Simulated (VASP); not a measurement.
Set up this calculation in VASP 6.6.1, as the native input.

```
Task                   : single point
Functional             : PBE
Potentials or basis    : VASP PAW PBE potentials, release 64 (As)
Cutoff                 : 500 eV
k mesh                 : 14 × 14 × 14
Occupations            : gaussian, width 0.1 eV
Spin                   : no spin polarisation
Dipole correction      : no
Further INCAR settings : ALGO = Normal; EDIFF = 1e-06; NBANDS = 8
```

The structure of As lies in POSCAR:

```
As
1.0
    2.7521046844     -0.0803263846      0.0599676611
   -0.0803263846      2.8149652850     -0.0448811170
    0.0599676611     -0.0448811170      2.6618557878
As
1
Direct
    0.5000000000      0.5000000000      0.5000000000
```

This cell differs from its parent crystal: the cell strained at random.

These files were run (other wordings do the same):

INCAR

```
SYSTEM = As
PREC = Accurate
ENCUT = 500
EDIFF = 1E-6
ISMEAR = 0
SIGMA = 0.1
LREAL = .False.
LASPH = .True.
NELM = 120
ALGO = Normal
ISIF = 2
LWAVE = .False.
LCHARG = .True.
GGA = PE
LELF = .True.
LVHAR = .True.
NBANDS = 8
GGA_COMPAT = .False.
```

KPOINTS

```
regular mesh
0
Gamma
  14 14 14
  0 0 0
```

Potentials or basis: VASP PAW PBE potentials, release 64 (As).

Launch:

```sh
$ cat potpaw_PBE.64/As/POTCAR > POTCAR
$ mpirun -np 1 vasp_std > vasp.out
```

Results of the run:

| Item | Value |
| --- | --- |
| Pressure | -0.3 GPa |

Caveat: the cell differs from its parent crystal (the cell strained at random).

It took 2.4 min on 1 thread of Intel Xeon 8259CL, on a shared host, peak memory 0.31 GiB.
